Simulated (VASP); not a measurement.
# Rb2Ta2Cu3Se8 (a cell with a defect) in VASP: notebook

Runs on Rb2Ta2Cu3Se8 (a cell with a defect). Level: PBEsol. Tasks: single point.

Everything below comes from runs of VASP 6.6.1. Logs are shortened: lines on timing, memory, paths and dates and some standing lists are left out, and cuts for length are marked.

## Step 1: The cell of the first run

The cell holds a defect, 15 atoms: a = 7.901 Å, b = 10.240 Å, c = 10.240 Å, α = 146.89°, β = 90.00°, γ = 90.00°.

## Step 2: Single point, PBEsol

INCAR reads:

```
SYSTEM = Rb2Ta2Cu3Se8
PREC = Accurate
ENCUT = 520
EDIFF = 1E-6
ISMEAR = -1
SIGMA = 0.05
LREAL = Auto
LASPH = .TRUE.
NELM = 60
ALGO = Normal
ISIF = 2
LWAVE = .FALSE.
LCHARG = .FALSE.
GGA = PS
NBANDS = 74
```

KPOINTS reads:

```
Automatic mesh
0
G
  2 2 2
  0 0 0
```

POSCAR reads:

```
Rb2Ta2Cu3Se8
1.0
    7.9005120000      0.0000000000      0.0000000000
    0.0000000000      9.8156130000      2.9181180000
    0.0000000000     -9.8156130000      2.9181180000
Rb Ta Cu Se
2 2 3 8
Direct
    0.2674130487      0.5392456911      0.9090850481
    0.7448631177      0.8851505574      0.5650992269
    0.2570466319      0.5568664018      0.3669139251
    0.7560396086      0.2809550036      0.5199721694
   -0.0041769445      0.4278373684      0.4383716060
    0.4904745414      0.3704939258      0.3919495394
    0.7458630529      0.7981406137      0.0489464472
    0.2719570580      0.9182940795      0.5520714095
    0.8267945166      0.4335568889      0.8634434380
    0.9670259345      0.3616631899      0.1539431015
    0.4815510691      0.2655652592      0.0887041706
   -0.0155812687      0.0522137184      0.2472601205
    0.4755767727      0.0800999037      0.3210833247
    0.2586034930      0.6736701475      0.6916618919
    0.7510525900      0.6470310923      0.6961976599
```

Potentials or basis: VASP PAW PBE potentials, release 64 (Rb_sv, Ta_pv, Cu, Se).

Launch:

```
$ cat potpaw_PBE.64/Rb_sv/POTCAR potpaw_PBE.64/Ta_pv/POTCAR potpaw_PBE.64/Cu/POTCAR potpaw_PBE.64/Se/POTCAR > POTCAR
$ mpirun -np 1 vasp_std > vasp.out
```

OUTCAR:

```text
SYSTEM = Rb2Ta2Cu3Se8
   PREC = Accurate
   ENCUT = 520
   EDIFF = 1E-6
   ISMEAR = -1
   LREAL = Auto
   LASPH = .TRUE.
   NELM = 60
   ISIF = 2
   GGA = PS

 ion  position               nearest neighbor table
   1  0.267  0.539  0.909-  14 3.46  13 3.47   9 3.56  13 3.69  12 3.76   8 3.85   8 3.95   7 4.12
                             4 4.49   3 4.54   4 4.64   2 5.65   2 5.66
   2  0.745  0.885  0.565-  10 3.43   9 3.54  15 3.64  11 3.64  10 3.74   8 3.76  11 4.07   5 4.17
                             8 4.19   9 4.22   3 4.34   4 4.45   3 4.51   1 5.65   1 5.66
   3  0.257  0.557  0.367-   8 2.36  14 2.41  11 2.43  10 2.59   6 2.82   5 2.86   2 4.34   2 4.51
                             1 4.54
   4  0.756  0.281  0.520-  12 2.36   9 2.43  15 2.45  13 2.50   7 2.79   5 2.94   6 3.00   7 3.06
                             2 4.45   1 4.49   1 4.64
   5  0.996  0.428  0.438-  10 2.38  15 2.41  12 2.45  14 2.54   3 2.86   4 2.94   2 4.17
   6  0.490  0.370  0.392-  11 2.28  13 2.40  14 2.54  15 2.68   3 2.82   4 3.00
   7  0.746  0.798  0.049-  12 2.37   9 2.46  15 2.47  13 2.68   4 2.79   4 3.06   1 4.12
   8  0.272  0.918  0.552-   3 2.36   2 3.76   1 3.85   1 3.95   2 4.19
   9  0.827  0.434  0.863-   4 2.43   7 2.46   2 3.54   1 3.56   2 4.22
  10  0.967  0.362  0.154-   5 2.38   3 2.59   2 3.43   2 3.74
  11  0.482  0.266  0.089-   6 2.28   3 2.43   2 3.64   2 4.07
  12  0.984  0.052  0.247-   4 2.36   7 2.37   5 2.45   1 3.76
  13  0.476  0.080  0.321-   6 2.40   4 2.50   7 2.68   1 3.47   1 3.69
  14  0.259  0.674  0.692-   3 2.41   5 2.54   6 2.54   1 3.46
  15  0.751  0.647  0.696-   5 2.41   4 2.45   7 2.47   6 2.68   2 3.64

  LATTYP: Found a base centered orthorhombic cell.
 ALAT       =     5.8362360000
 B/A-ratio  =     3.3636792618
 C/A-ratio  =     1.3536998847

  Lattice vectors:

 A1 = (   0.0000000000,   9.8156130000,   2.9181180000)
 A2 = (   0.0000000000,  -9.8156130000,   2.9181180000)
 A3 = (   7.9005120000,   0.0000000000,   0.0000000000)

Analysis of symmetry for initial positions (statically):
=====================================================================
 Subroutine PRICEL returns:
 Original cell was already a primitive cell.

 Routine SETGRP: Setting up the symmetry group for a
 base centered orthorhombic supercell.

 Subroutine GETGRP returns: Found  1 space group operations
 (whereof  1 operations were pure point group operations)
 out of a pool of  8 trial point group operations.

The static configuration has the point symmetry C_1 .

Analysis of symmetry for dynamics (positions and initial velocities):
=====================================================================
 Subroutine PRICEL returns:
 Original cell was already a primitive cell.

 Routine SETGRP: Setting up the symmetry group for a
 base centered orthorhombic supercell.

 Subroutine GETGRP returns: Found  1 space group operations
 (whereof  1 operations were pure point group operations)
 out of a pool of  8 trial point group operations.

The dynamic configuration has the point symmetry C_1 .

 Subroutine INISYM returns: Found  1 space group operations
 (whereof  1 operations are pure point group operations),
 and found     1 'primitive' translations

----------------------------------------------------------------------------------------

                                     Primitive cell

  volume of cell :     452.5906

  direct lattice vectors                    reciprocal lattice vectors
     7.900512000  0.000000000  0.000000000     0.126574075  0.000000000  0.000000000
     0.000000000  9.815613000  2.918118000     0.000000000  0.050939254  0.171343311
     0.000000000 -9.815613000  2.918118000     0.000000000 -0.050939254  0.171343311

  length of vectors
     7.900512000 10.240198788 10.240198788     0.126574075  0.178754966  0.178754966

  position of ions in fractional coordinates (direct lattice)
     0.267413049  0.539245691  0.909085048
     0.744863118  0.885150557  0.565099227
     0.257046632  0.556866402  0.366913925
     0.756039609  0.280955004  0.519972169
     0.995823055  0.427837368  0.438371606
     0.490474541  0.370493926  0.391949539
[... 39 lines left out ...]
     0.063287038  0.000000000  0.000000000     0.500000000  0.000000000  0.000000000
     0.000000000  0.025469627  0.085671655     0.000000000  0.500000000  0.000000000
     0.000000000 -0.025469627  0.085671655     0.000000000  0.000000000  0.500000000

  Length of vectors
     0.063287038  0.089377483  0.089377483

  Shift w.r.t. Gamma in fractional coordinates (k-lattice)
     0.000000000  0.000000000  0.000000000

 Subroutine IBZKPT returns following result:
 ===========================================

 Found      8 irreducible k-points:

 Following reciprocal coordinates:
            Coordinates               Weight
  0.000000  0.000000  0.000000      1.000000
  0.500000  0.000000  0.000000      1.000000
  0.000000  0.500000  0.000000      1.000000
  0.000000  0.000000  0.500000      1.000000
  0.500000  0.500000  0.000000      1.000000
  0.500000  0.000000  0.500000      1.000000
  0.000000  0.500000  0.500000      1.000000
  0.500000  0.500000  0.500000      1.000000
   k-points           NKPTS =      8   k-points in BZ     NKDIM =      8   number of bands    NBANDS=     74
   number of dos      NEDOS =    301   number of ions     NIONS =     15
   total plane-waves  NPLWV = 384000
   dimension x,y,z NGX =    60 NGY =   80 NGZ =   80
   dimension x,y,z NGXF=   120 NGYF=  160 NGZF=  160
   ions per type =               2   2   3   8
   NGX,Y,Z   is equivalent  to a cutoff of  12.63, 12.99, 12.99 a.u.
   NGXF,Y,Z  is equivalent  to a cutoff of  25.25, 25.98, 25.98 a.u.
 SYSTEM =  Rb2Ta2Cu3Se8
   PREC   = accura    normal or accurate (medium, high low for compatibility)
   ISTART =      0    job   : 0-new  1-cont  2-samecut
   ICHARG =      2    charge: 1-file 2-atom 10-const
   ISPIN  =      1    spin polarized calculation?
   LNONCOLLINEAR =      F non collinear calculations
   LSORBIT =      F    spin-orbit coupling
   LASPH  =      T    aspherical Exc in radial PAW
   ENCUT  =  520.0 eV  38.22 Ry    6.18 a.u.  14.69 19.04 19.04*2*pi/ulx,y,z
   NELM   =     60;   NELMIN=  2; NELMDL= -5     # of ELM steps
   EDIFF  = 0.1E-05   stopping-criterion for ELM
   LREAL  =      T    real-space projection
   EDIFFG = 0.1E-04   stopping-criterion for IOM
   NSW    =      0    number of steps for IOM
   IBRION =     -1    ionic relax: 0-MD 1-quasi-New 2-CG
   NFREE  =      0    steps in history (QN), initial steepest desc. (CG)
   ISIF   =      2    stress and relaxation
   ISYM   =      2    0-nonsym 1-usesym 2-fastsym
   POTIM  = 0.5000    time-step for ionic-motion
   TEBEG  =    0.0;   TEEND  =   0.0 temperature during run
   PSTRESS=    0.0 pullay stress
   NELECT =     121.0000    total number of electrons
   NUPDOWN=      -1.0000    fix difference up-down
   EMIN   =  10.00;   EMAX   =-10.00  energy-range for DOS
   EFERMI =   0.00;   METHOD = LEGACY
   ISMEAR =    -1;   SIGMA  =   0.05  broadening in eV -4-tet -1-fermi 0-gaus
   EFERMI_NEDOS =   21; number of points for ismear=-14 and -15
   IALGO  =     38    algorithm
   IMIX   =      4    mixing-type and parameters
     AMIX     =   0.40;   BMIX     =  1.00
     AMIX_MAG =   1.60;   BMIX_MAG =  1.00
  volume/ion in A,a.u.               =      30.17       203.62
  Fermi-wavevector in a.u.,A,eV,Ry     =   1.054633  1.992968 15.133097  1.112251
  Thomas-Fermi vector in A             =   2.189801
   LORBIT       =      0    0 simple, 1 ext, 2 COOP (PROOUT), +10 PAW based schemes
   GGA     = PS    functional components
   LHFCALC =     F    Hartree Fock is set to
   AEXX    =    0.0000 exact exchange contribution
   IVDW    =     0    specifies the selected vdW correction
   LEPSILON=     F    determine dielectric tensor
   LRPA    =     F    only Hartree local field effects (RPA)
 non-spin polarized calculation
  energy-cutoff  :      520.00
  volume of cell :      452.59
 maximum number of plane-waves:     12208
 NGX is ok and might be reduce to    60
   NGX = 29   NGY = 39   NGZ = 39

 number of electron     120.9999983 magnetization

 Free energy of the ion-electron system (eV)
  ---------------------------------------------------
  ext. energy  EPLUGINS =         0.00000000
  ---------------------------------------------------
  free energy    TOTEN  =       -79.97275490 eV

  energy without entropy =      -79.89816199  energy(sigma->0) =      -79.93545845

 E-fermi :   1.1061     XC(G=0):  -8.4529

 val. band max:        1.0934598206   @ k =   0.0000   0.0000   0.0000
 cond. band min:       1.1277866733   @ k =   0.0000   0.0000   0.5000
 fundamental gap:      0.0343268526
 Fermi energy:         1.1060502108

 k-point     1 :       0.0000    0.0000    0.0000
  band No.  band energies     occupation
      1     -33.6724      2.00000
      2     -33.6551      2.00000
      3     -33.6201      2.00000
      4     -33.2960      2.00000
      5     -33.2897      2.00000
      6     -33.2573      2.00000
[... 589 lines left out ...]
     71       4.2868      0.00000
     72       4.9810      0.00000
 [bands above 72 left out]

------------------------ aborting loop because EDIFF is reached ----------------------------------------

  FORCE on cell =-STRESS in cart. coord.  units (eV):
  Direction    XX          YY          ZZ          XY          YZ          ZX
  --------------------------------------------------------------------------------------
  -------------------------------------------------------------------------------------
  Total       -9.2399758     -1.3831711     -5.7757056      1.1751895     -0.7553951     -2.4256472
  in kB      -32.7096509     -4.8964463    -20.4460831      4.1601883     -2.6741099     -8.5868270
  external PRESSURE =     -19.3507267 kB  Pullay stress =       0.0000000 kB

 VOLUME and BASIS-vectors are now :
 -----------------------------------------------------------------------------
  energy-cutoff  :      520.00
  volume of cell :      452.59
      direct lattice vectors                 reciprocal lattice vectors
     7.900512000  0.000000000  0.000000000     0.126574075  0.000000000  0.000000000
     0.000000000  9.815613000  2.918118000     0.000000000  0.050939254  0.171343311
     0.000000000 -9.815613000  2.918118000     0.000000000 -0.050939254  0.171343311

 POSITION                                       TOTAL-FORCE (eV/Angst)
 -----------------------------------------------------------------------------------
      2.11270     -3.63020      4.22640        -0.036933     -0.200240     -0.086216
      5.88480      3.14150      4.23200        -0.021470     -0.021443      0.011330
      2.03080      1.86450      2.69570        -1.493101      0.106488     -0.837464
      5.97310     -2.34610      2.33720        -0.802891      0.131750      1.120352
      7.86751     -0.10340      2.52770         0.033983      0.067382      0.059202
      3.87500     -0.21060      2.22490         0.029850     -0.542509      0.646919
      5.89270      7.35380      2.47190        -0.252978      0.174583     -0.372943
      2.14860      3.59470      4.29070         0.169760      0.189500     -0.249016
      6.53210     -4.21960      3.78480        -0.478559      0.194842     -0.040922
      7.64000      2.03890      1.50460         1.574749     -0.347257      0.637315
      3.80450      1.73600      1.03380        -0.074150      0.476747      0.201764
      7.77741     -1.91450      0.87390         0.760921     -0.053699     -0.240367
      3.75730     -2.36540      1.17070         1.244540     -0.166114     -0.034520
      2.04310     -0.17660      3.98420        -0.135102     -0.117515     -0.489044
      5.93370     -0.48260      3.91970        -0.518620      0.107486     -0.326390
 -----------------------------------------------------------------------------------
    total drift:                               -0.003458     -0.005898      0.001517

  FREE ENERGIE OF THE ION-ELECTRON SYSTEM (eV)
  ---------------------------------------------------
  free  energy   TOTEN  =       -79.9727549034 eV

  energy  without entropy=      -79.8981619886  energy(sigma->0) =      -79.93545845
```

It took 15 min on 1 thread of Intel Xeon Platinum 8488C (Sapphire Rapids), shared host; peak memory 0.84 GiB.

What came out:

```yaml
Free_energy: -79.9728 eV
Pressure: -1.9 GPa
Largest_force: 1.734 eV/Å
Band_gap_on_the_k_mesh: zero (an odd number of electrons rules out a gap without spin polarisation)
```

Forces on the atoms (eV/Å):
```
Rb  -0.037 -0.200 -0.086
Rb  -0.021 -0.021  0.011
Ta  -1.493  0.106 -0.837
Ta  -0.803  0.132  1.120
Cu   0.034  0.067  0.059
Cu   0.030 -0.543  0.647
Cu  -0.253  0.175 -0.373
Se   0.170  0.190 -0.249
Se  -0.479  0.195 -0.041
Se   1.575 -0.347  0.637
Se  -0.074  0.477  0.202
Se   0.761 -0.054 -0.240
Se   1.245 -0.166 -0.035
Se  -0.135 -0.118 -0.489
Se  -0.519  0.107 -0.326
```

Stress tensor (GPa, compression positive):
```
-3.27  0.42 -0.86
 0.42 -0.49 -0.27
-0.86 -0.27 -2.04
```

Levels at points of the mesh, in eV from the Fermi level:
```tsv
k point	band 57	band 58	band 59	band 60	band 61	band 62	band 63	band 64	band 65	band 66
(0.00, 0.00, 0.00)	-0.69	-0.56	-0.44	-0.38	-0.01	1.89	1.90	1.99	2.13	2.32
(0.50, 0.00, 0.00)	-0.82	-0.62	-0.43	-0.38	-0.14	1.80	1.86	2.12	2.27	2.36
(0.00, 0.50, 0.00)	-0.58	-0.38	-0.21	-0.11	0.07	1.83	2.20	2.38	2.43	2.65
(0.00, 0.00, 0.50)	-0.52	-0.46	-0.22	-0.04	0.02	1.79	2.17	2.45	2.47	2.60
(0.50, 0.50, 0.00)	-0.62	-0.58	-0.42	-0.09	-0.02	2.10	2.17	2.30	2.48	2.64
(0.50, 0.00, 0.50)	-0.60	-0.48	-0.47	-0.12	-0.07	2.10	2.15	2.30	2.37	2.65
(0.00, 0.50, 0.50)	-0.69	-0.54	-0.43	-0.40	0.05	1.91	1.94	2.01	2.23	2.35
(0.50, 0.50, 0.50)	-0.84	-0.54	-0.47	-0.24	-0.12	1.81	1.87	2.12	2.25	2.34
```

Caveat: the k points lie up to 0.56 Å⁻¹ apart, too coarse for converged energies and pressures of a metal; the atoms stand as in a frame of molecular dynamics; the PAW data sets were made with another functional, which shifts forces and pressure a little; spin-orbit coupling is left out, which moves the levels of the heavy elements.

(Part 1 of 2 ends here.)
